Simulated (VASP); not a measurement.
# Co (P6_3/mmc) in VASP: notebook

The runs below take Co through single point, with PBE.

All numbers are computed with VASP 6.6.1; they aren't measurements. Logs are shortened: lines on timing, memory, paths and dates and some standing lists are left out, and cuts for length are marked.

### 1 The cell of the first run

The structure is hexagonal, space group P6_3/mmc (No. 194). The conventional cell has a = 2.494 Å, b = 2.494 Å, c = 4.030 Å, α = 90.00°, β = 90.00°, γ = 120.00°. Within 3.3 Å of Co (site symmetry -6m2) lie 12 Co at 2.48 to 2.49 Å.

### 2 Single point, PBE

File INCAR:

```
ALGO = Normal
EDIFF = 1E-6
ENCUT = 520
GGA = PE
ISIF = 2
ISMEAR = 0
LASPH = T
LCHARG = F
LREAL = F
LWAVE = F
NBANDS = 16
NELM = 100
PREC = Accurate
SIGMA = 0.05
```

File KPOINTS:

```
k-points
0
Gamma
  20 20 12
```

File POSCAR:

```
Co
1.0
    2.4937131652      0.0000000000      0.0000000000
   -1.2468565826      2.1596189508      0.0000000000
    0.0000000000      0.0000000000      4.0300901819
Co
2
Direct
    0.3333333333      0.6666666667      0.2500000000
    0.6666666667      0.3333333333      0.7500000000
```

Potentials or basis: VASP PAW PBE potentials, release 64 (Co).

Command:

```bash
> cat potpaw_PBE.64/Co/POTCAR > POTCAR
> mpirun -np 1 vasp_std > vasp.out
```

OUTCAR:

```text
EDIFF = 1E-6
   ENCUT = 520
   GGA = PE
   ISIF = 2
   ISMEAR = 0
   LASPH = T
   LREAL = F
   NELM = 100
   PREC = Accurate

 ion  position               nearest neighbor table
   1  0.333  0.667  0.250-   2 2.48   2 2.48   2 2.48   2 2.48   2 2.48   2 2.48
   2  0.667  0.333  0.750-   1 2.48   1 2.48   1 2.48   1 2.48   1 2.48   1 2.48

  LATTYP: Found a hexagonal cell.
 ALAT       =     2.4937131652
 C/A-ratio  =     1.6161001346

  Lattice vectors:

 A1 = (   2.4937131652,   0.0000000000,   0.0000000000)
 A2 = (  -1.2468565826,   2.1596189508,   0.0000000000)
 A3 = (   0.0000000000,   0.0000000000,   4.0300901819)

Analysis of symmetry for initial positions (statically):
=====================================================================
 Subroutine PRICEL returns:
 Original cell was already a primitive cell.

 Routine SETGRP: Setting up the symmetry group for a
 hexagonal supercell.

 Subroutine GETGRP returns: Found 24 space group operations
 (whereof 12 operations were pure point group operations)
 out of a pool of 24 trial point group operations.

The static configuration has the point symmetry D_3d.
 The point group associated with its full space group is D_6h.

Analysis of symmetry for dynamics (positions and initial velocities):
=====================================================================
 Subroutine PRICEL returns:
 Original cell was already a primitive cell.

 Routine SETGRP: Setting up the symmetry group for a
 hexagonal supercell.

 Subroutine GETGRP returns: Found 24 space group operations
 (whereof 12 operations were pure point group operations)
 out of a pool of 24 trial point group operations.

The dynamic configuration has the point symmetry D_3d.
 The point group associated with its full space group is D_6h.

 Subroutine INISYM returns: Found 24 space group operations
 (whereof 12 operations are pure point group operations),
 and found     1 'primitive' translations

----------------------------------------------------------------------------------------

                                     Primitive cell

  volume of cell :      21.7039

  direct lattice vectors                    reciprocal lattice vectors
     2.493713165  0.000000000  0.000000000     0.401008429  0.231522325  0.000000000
    -1.246856583  2.159618951  0.000000000     0.000000000  0.463044649  0.000000000
     0.000000000  0.000000000  4.030090182     0.000000000  0.000000000  0.248133405

  length of vectors
     2.493713165  2.493713165  4.030090182     0.463044649  0.463044649  0.248133405

  position of ions in fractional coordinates (direct lattice)
     0.333333333  0.666666667  0.250000000
     0.666666667  0.333333333  0.750000000

  ion indices of the primitive-cell ions
   primitive index   ion index
                 1           1
                 2           2

----------------------------------------------------------------------------------------

 KPOINTS: k-points

Automatic generation of k-mesh.
 Grid dimensions read from file:
 generate k-points for:   20   20   12

 Generating k-lattice:

  Cartesian coordinates                     Fractional coordinates (reciprocal lattice)
     0.020050421  0.011576116  0.000000000     0.050000000 -0.000000000  0.000000000
     0.000000000  0.023152232  0.000000000     0.000000000  0.050000000  0.000000000
     0.000000000  0.000000000  0.020677784     0.000000000  0.000000000  0.083333333

  Length of vectors
     0.023152232  0.023152232  0.020677784

  Shift w.r.t. Gamma in fractional coordinates (k-lattice)
     0.000000000  0.000000000  0.000000000

 Subroutine IBZKPT returns following result:
 ===========================================

 Found    308 irreducible k-points:

 Following reciprocal coordinates:
            Coordinates               Weight
  0.000000  0.000000  0.000000      1.000000
  0.050000 -0.000000  0.000000      6.000000
  0.100000 -0.000000  0.000000      6.000000
  0.150000  0.000000  0.000000      6.000000
  0.200000 -0.000000  0.000000      6.000000
  0.250000  0.000000  0.000000      6.000000
[... 16 lines left out ...]
  0.200000  0.100000  0.000000     12.000000
  0.250000  0.100000  0.000000     12.000000
 [... further k-points ...]
   k-points           NKPTS =    308   k-points in BZ     NKDIM =    308   number of bands    NBANDS=     16
   number of dos      NEDOS =    301   number of ions     NIONS =      2
   total plane-waves  NPLWV =  12000
   dimension x,y,z NGX =    20 NGY =   20 NGZ =   30
   dimension x,y,z NGXF=    40 NGYF=   40 NGZF=   60
   ions per type =               2
   NGX,Y,Z   is equivalent  to a cutoff of  13.33, 13.33, 12.38 a.u.
   NGXF,Y,Z  is equivalent  to a cutoff of  26.67, 26.67, 24.75 a.u.
 SYSTEM =  unknown system
   PREC   = accura    normal or accurate (medium, high low for compatibility)
   ISTART =      0    job   : 0-new  1-cont  2-samecut
   ICHARG =      2    charge: 1-file 2-atom 10-const
   ISPIN  =      1    spin polarized calculation?
   LNONCOLLINEAR =      F non collinear calculations
   LSORBIT =      F    spin-orbit coupling
   LASPH  =      T    aspherical Exc in radial PAW
   ENCUT  =  520.0 eV  38.22 Ry    6.18 a.u.   4.64  4.64  7.49*2*pi/ulx,y,z
   NELM   =    100;   NELMIN=  2; NELMDL= -5     # of ELM steps
   EDIFF  = 0.1E-05   stopping-criterion for ELM
   LREAL  =      F    real-space projection
   EDIFFG = 0.1E-04   stopping-criterion for IOM
   NSW    =      0    number of steps for IOM
   IBRION =     -1    ionic relax: 0-MD 1-quasi-New 2-CG
   NFREE  =      0    steps in history (QN), initial steepest desc. (CG)
   ISIF   =      2    stress and relaxation
   ISYM   =      2    0-nonsym 1-usesym 2-fastsym
   POTIM  = 0.5000    time-step for ionic-motion
   TEBEG  =    0.0;   TEEND  =   0.0 temperature during run
   PSTRESS=    0.0 pullay stress
   NELECT =      18.0000    total number of electrons
   NUPDOWN=      -1.0000    fix difference up-down
   EMIN   =  10.00;   EMAX   =-10.00  energy-range for DOS
   EFERMI =   0.00;   METHOD = LEGACY
   ISMEAR =     0;   SIGMA  =   0.05  broadening in eV -4-tet -1-fermi 0-gaus
   EFERMI_NEDOS =   21; number of points for ismear=-14 and -15
   IALGO  =     38    algorithm
   IMIX   =      4    mixing-type and parameters
     AMIX     =   0.40;   BMIX     =  1.00
[... 40 lines left out ...]
      3       8.3552      2.00000
      4       8.3977      2.00000
      5       8.3977      2.00000
      6       8.7325      2.00000
[... 8 lines left out ...]
     15      34.9172      0.00000
     16      34.9180      0.00000

 k-point     2 :       0.0500   -0.0000    0.0000
  band No.  band energies     occupation
      1       1.4210      2.00000
      2       5.6085      2.00000
      3       8.2402      2.00000
      4       8.4405      2.00000
      5       8.4985      2.00000
      6       8.7094      2.00000
[... 8 lines left out ...]
     15      33.3746      0.00000
     16      33.7939      0.00000

 k-point     3 :       0.1000   -0.0000    0.0000
  band No.  band energies     occupation
      1       1.6822      2.00000
      2       5.7696      2.00000
      3       8.0790      2.00000
      4       8.5664      2.00000
      5       8.5915      2.00000
      6       8.6796      2.00000
[... 8 lines left out ...]
     15      32.2869      0.00000
     16      32.4778      0.00000

 k-point     4 :       0.1500    0.0000    0.0000
  band No.  band energies     occupation
      1       2.1073      2.00000
      2       6.0062      2.00000
      3       7.8957      2.00000
      4       8.1642      2.00000
      5       8.5189      2.00000
      6       8.7674      2.00000
[... 8 lines left out ...]
     15      30.8437      0.00000
     16      31.9408      0.00000

 k-point     5 :       0.2000   -0.0000    0.0000
  band No.  band energies     occupation
      1       2.6785      2.00000
      2       6.2594      2.00000
      3       7.6789      2.00000
      4       7.7220      2.00000
      5       8.4203      2.00000
      6       8.7404      2.00000
[... 8 lines left out ...]
     15      29.5051      0.00000
     16      31.3883      0.00000

 k-point     6 :       0.2500    0.0000    0.0000
  band No.  band energies     occupation
      1       3.3650      2.00000
      2       6.4353      2.00000
      3       7.2671      2.00000
      4       7.6110      2.00000
      5       8.3653      2.00000
      6       8.6061      2.00000
[... 8 lines left out ...]
     15      28.2941      0.00000
     16      30.3176      0.00000

 k-point     7 :       0.3000    0.0000    0.0000
  band No.  band energies     occupation
      1       4.1140      2.00000
      2       6.4596      2.00000
      3       6.9318      2.00000
      4       7.5952      2.00000
      5       8.4011      2.00000
      6       8.4802      2.00000
[... 8 lines left out ...]
     15      27.2345      0.00000
     16      28.4671      0.00000

 k-point     8 :       0.3500   -0.0000    0.0000
  band No.  band energies     occupation
      1       4.8378      2.00000
      2       6.3710      2.00000
      3       6.6730      2.00000
      4       7.6571      2.00000
      5       8.3724      2.00000
      6       8.5181      2.00000
[... 8 lines left out ...]
     15      26.3559      0.00000
     16      26.7384      0.00000

 k-point     9 :       0.4000   -0.0000    0.0000
  band No.  band energies     occupation
      1       5.4182      2.00000
      2       6.2493      2.00000
      3       6.4894      2.00000
      4       7.7976      2.00000
      5       8.2901      2.00000
      6       8.4717      2.00000
[... 8 lines left out ...]
     15      25.1585      0.00000
     16      25.6916      0.00000
[... 172 lines left out ...]
 k-point    19 :       0.4000    0.0500    0.0000
  band No.  band energies     occupation
      1       5.6739      2.00000
      2       6.2237      2.00000
      3       6.4343      2.00000
      4       7.8354      2.00000
      5       8.2324      2.00000
      6       8.4450      2.00000
[... 8 lines left out ...]
     15      24.4915      0.00000
     16      24.6811      0.00000

 k-point    20 :       0.4500    0.0500    0.0000
  band No.  band energies     occupation
      1       5.9269      2.00000
      2       6.1193      2.00000
      3       6.3633      2.00000
      4       7.9813      2.00000
      5       8.2083      2.00000
      6       8.3991      2.00000
[... 8 lines left out ...]
     15      23.4050      0.00000
     16      24.2149      0.00000

 k-point    21 :       0.1000    0.1000    0.0000
  band No.  band energies     occupation
      1       2.3572      2.00000
      2       6.1393      2.00000
      3       7.7802      2.00000
      4       7.9548      2.00000
      5       8.5072      2.00000
      6       8.6926      2.00000
[... 8 lines left out ...]
     15      27.9501      0.00000
     16      34.0208      0.00000

 k-point    22 :       0.1500    0.1000    0.0000
  band No.  band energies     occupation
      1       2.9191      2.00000
      2       6.3840      2.00000
      3       7.5559      2.00000
      4       7.5912      2.00000
      5       8.4305      2.00000
      6       8.5400      2.00000
[... 8 lines left out ...]
     15      26.6625      0.00000
     16      32.2779      0.00000

 k-point    23 :       0.2000    0.1000    0.0000
  band No.  band energies     occupation
      1       3.5948      2.00000
      2       6.5670      2.00000
      3       7.2026      2.00000
      4       7.4467      2.00000
      5       8.3906      2.00000
      6       8.4054      2.00000
[... 8 lines left out ...]
     15      25.6919      0.00000
     16      30.4287      0.00000

 k-point    24 :       0.2500    0.1000    0.0000
  band No.  band energies     occupation
      1       4.3324      2.00000
      2       6.5964      2.00000
      3       6.9087      2.00000
      4       7.4101      2.00000
      5       8.2964      2.00000
      6       8.4291      2.00000
[... 8 lines left out ...]
     15      24.8404      0.00000
     16      28.6246      0.00000

 [... further k-points ...]

------------------------ aborting loop because EDIFF is reached ----------------------------------------

  FORCE on cell =-STRESS in cart. coord.  units (eV):
  Direction    XX          YY          ZZ          XY          YZ          ZX
  --------------------------------------------------------------------------------------
  -------------------------------------------------------------------------------------
  Total       -1.5665347     -1.5665347     -1.6667162      0.0000000     -0.0000000      0.0000000
  in kB     -115.6410967   -115.6410967   -123.0364653      0.0000000     -0.0000000      0.0000000
  external PRESSURE =    -118.1062196 kB  Pullay stress =       0.0000000 kB

 VOLUME and BASIS-vectors are now :
 -----------------------------------------------------------------------------
  energy-cutoff  :      520.00
  volume of cell :       21.70
      direct lattice vectors                 reciprocal lattice vectors
     2.493713165  0.000000000  0.000000000     0.401008429  0.231522325  0.000000000
    -1.246856583  2.159618951  0.000000000     0.000000000  0.463044649  0.000000000
     0.000000000  0.000000000  4.030090182     0.000000000  0.000000000  0.248133405

 POSITION                                       TOTAL-FORCE (eV/Angst)
 -----------------------------------------------------------------------------------
     -0.00000      1.43975      1.00752         0.000000      0.000000      0.000000
      1.24686      0.71987      3.02257        -0.000000      0.000000      0.000000
 -----------------------------------------------------------------------------------
    total drift:                               -0.000000      0.000000     -0.000000

  FREE ENERGIE OF THE ION-ELECTRON SYSTEM (eV)
  ---------------------------------------------------
  free  energy   TOTEN  =       -13.5981119159 eV

  energy  without entropy=      -13.5910115527  energy(sigma->0) =      -13.59456173
```

Wall time 64 s (1 thread of Intel Xeon 8259CL, shared host); peak memory 0.21 GiB.

What came out:

```
Free energy            : -13.5981 eV
Pressure               : -11.8 GPa
Band gap on the k mesh : zero (bands 9 and 10 overlap by 1.42 eV)
```

Levels at points of the mesh, in eV from the Fermi level:
| k point | band 7 | band 8 | band 9 | band 10 | band 11 | band 12 |
| --- | --- | --- | --- | --- | --- | --- |
| (0.00, 0.00, 0.00) | -1.42 | -1.07 | -1.07 | -0.02 | 0.08 | 0.08 |
| (0.50, 0.00, 0.00) | -1.39 | 0.23 | 0.32 | 0.39 | 1.88 | 3.81 |
| (0.00, 0.00, 0.50) | -1.83 | -1.83 | -0.24 | -0.24 | -0.24 | -0.24 |
| (0.50, 0.00, 0.50) | -0.33 | -0.33 | 0.32 | 0.32 | 1.87 | 1.87 |

Caveat: the cell stands under tension; the run has no spin polarisation, though such a crystal can be magnetic. Spin polarisation is off, so any magnetic state and its effect on volume and gap are missing.

### 3 Single point, PBE, collinear spin, ferromagnetic start

File INCAR:

```
ALGO = Normal
EDIFF = 1E-6
ENCUT = 520
GGA = PE
ISIF = 2
ISMEAR = 0
ISPIN = 2
LASPH = T
LCHARG = F
LMAXMIX = 4
LORBIT = 11
LREAL = F
LWAVE = F
MAGMOM = 1.5 1.5
NBANDS = 20
NELM = 150
PREC = Accurate
SIGMA = 0.05
```

KPOINTS is that of step 2.

POSCAR is that of step 2.

Potentials or basis: VASP PAW PBE potentials, release 64 (Co).

Command:

```bash
> cat potpaw_PBE.64/Co/POTCAR > POTCAR
> mpirun -np 1 vasp_std > vasp.out
```

Run time: 3 min. Hardware: 1 thread of Intel Xeon 8259CL, shared host; peak memory 0.29 GiB.

It converged, with:

* Free energy: -14.0730 eV
* Pressure: -0.8 GPa
* Net moment: 3.19 μB per cell
* Site moments: Co +1.62 μB
* Valence electrons inside the program's atomic spheres: Co 8.27

Stress tensor (GPa, compression positive):
```
-0.71  0.00  0.00
 0.00 -0.71  0.00
 0.00  0.00 -0.89
```

Levels at points of the mesh, in eV from the Fermi level:
Spin up:
```tsv
k point	band 7	band 8	band 9	band 10	band 11	band 12	band 13	band 14	band 15	band 16
(0.00, 0.00, 0.00)	-2.26	-1.92	-1.92	-0.82	-0.82	-0.06	6.37	21.97	24.53	24.53
(0.50, 0.00, 0.00)	-2.17	-0.69	-0.59	-0.54	1.31	3.32	9.70	10.35	12.75	13.97
(0.00, 0.00, 0.50)	-2.64	-2.64	-1.13	-1.13	-1.13	-1.13	15.05	15.05	22.70	22.70
(0.50, 0.00, 0.50)	-1.05	-1.05	-0.60	-0.60	1.61	1.61	7.27	7.27	18.34	18.34
```
Spin down:
| k point | band 3 | band 4 | band 5 | band 6 | band 7 | band 8 | band 9 | band 10 | band 11 | band 12 |
| --- | --- | --- | --- | --- | --- | --- | --- | --- | --- | --- |
| (0.00, 0.00, 0.00) | -0.97 | -0.95 | -0.95 | -0.58 | -0.58 | -0.17 | -0.17 | -0.13 | 1.05 | 1.05 |
| (0.50, 0.00, 0.00) | -3.23 | -1.85 | -1.11 | -1.02 | -0.61 | 1.18 | 1.31 | 1.35 | 2.54 | 4.29 |
| (0.00, 0.00, 0.50) | -1.52 | -1.52 | -1.02 | -1.02 | -1.02 | -1.02 | 0.72 | 0.72 | 0.72 | 0.72 |
| (0.50, 0.00, 0.50) | -2.36 | -2.36 | -0.05 | -0.05 | 0.25 | 0.25 | 1.28 | 1.28 | 2.21 | 2.21 |

### 4 Single point, PBE, collinear spin, antiferromagnetic start

File INCAR:

```
ALGO     = Fast           # electronic algorithm
EDIFF    = 1E-6           # SCF threshold, eV
ENCUT    = 520            # plane-wave cutoff, eV
GGA      = PE             # functional
ISIF     = 2              # what is computed and relaxed
ISMEAR   = 0              # smearing method
ISPIN    = 2              # spin polarisation
LASPH    = T              # aspherical terms in the spheres
LCHARG   = F              # write CHGCAR
LMAXMIX  = 4              # l up to which the mixer works
LORBIT   = 11             # projections on sites
LREAL    = F              # projectors in reciprocal space
LWAVE    = F              # write WAVECAR
MAGMOM   = 1.5 -1.5       # initial moments
NBANDS   = 20             # bands
NELM     = 150            # most SCF steps
PREC     = Accurate       # precision mode
SIGMA    = 0.05           # smearing width, eV
```

KPOINTS is that of step 3.

POSCAR is that of step 3.

Command:

```bash
> cat potpaw_PBE.64/Co/POTCAR > POTCAR
> mpirun -np 1 vasp_std > vasp.out
```

Run time: 3.2 min. Hardware: 1 thread of Intel Xeon 8259CL, shared host; peak memory 0.29 GiB.

It converged, with:

* Free energy: -13.6126 eV
* Pressure: -7.3 GPa
* Band gap on the k mesh: zero (filled and empty bands overlap)
* Net moment: 0.00 μB per cell
* Site moments: Co +0.93, -0.93 μB
* Valence electrons inside the program's atomic spheres: Co 8.27

Stress tensor (GPa, compression positive):
```
-7.40  0.00  0.00
 0.00 -7.40  0.00
 0.00  0.00 -7.10
```

Levels at points of the mesh, in eV from the Fermi level:
Spin up:
| k point | band 7 | band 8 | band 9 | band 10 | band 11 | band 12 |
| --- | --- | --- | --- | --- | --- | --- |
| (0.00, 0.00, 0.00) | -1.32 | -1.11 | -1.11 | -0.11 | 0.22 | 0.22 |
| (0.50, 0.00, 0.00) | -1.38 | -0.23 | 0.37 | 0.84 | 1.81 | 3.79 |
| (0.00, 0.00, 0.50) | -1.68 | -1.68 | -0.50 | -0.50 | 0.11 | 0.11 |
| (0.50, 0.00, 0.50) | -0.56 | -0.17 | -0.16 | 0.84 | 1.80 | 1.83 |
Spin down:
| k point | band 5 | band 6 | band 7 | band 8 | band 9 | band 10 | band 11 | band 12 | band 13 | band 14 |
| --- | --- | --- | --- | --- | --- | --- | --- | --- | --- | --- |
| (0.00, 0.00, 0.00) | -1.85 | -1.32 | -1.32 | -1.11 | -1.11 | -0.11 | 0.22 | 0.22 | 6.83 | 21.85 |
| (0.50, 0.00, 0.00) | -2.11 | -1.76 | -1.38 | -0.23 | 0.37 | 0.84 | 1.81 | 3.79 | 9.85 | 10.54 |
| (0.00, 0.00, 0.50) | -2.21 | -1.95 | -1.68 | -1.68 | -0.50 | -0.50 | 0.11 | 0.11 | 15.16 | 15.29 |
| (0.50, 0.00, 0.50) | -1.49 | -0.59 | -0.56 | -0.17 | -0.16 | 0.84 | 1.80 | 1.83 | 7.60 | 7.76 |

Caveat: the cell stands under tension; the antiferromagnetic order is the one typed at the start, and another may lie lower.

### 5 Overview

| spin | gap on the mesh (eV) | pressure (GPa) | moment (μB) |
| --- | --- | --- | --- |
| off | none | -11.8 | - |
| collinear, ferromagnetic start | none | -0.8 | 3.19 |
| collinear, antiferromagnetic start | none | -7.3 | 0.00 |

Alike in all rows: task single point; level PBE; potentials or basis VASP PAW PBE potentials, release 64 (Co); cell as given; k mesh 20 × 20 × 12; cutoff (eV) 520; smearing gaussian 0.05 eV.

Caveats: the cell stands under tension (at least some runs); the antiferromagnetic order is the one typed at the start, and another may lie lower (at least some runs).

Total energies depend on the potentials used, so only differences within one code and one set of settings carry meaning.
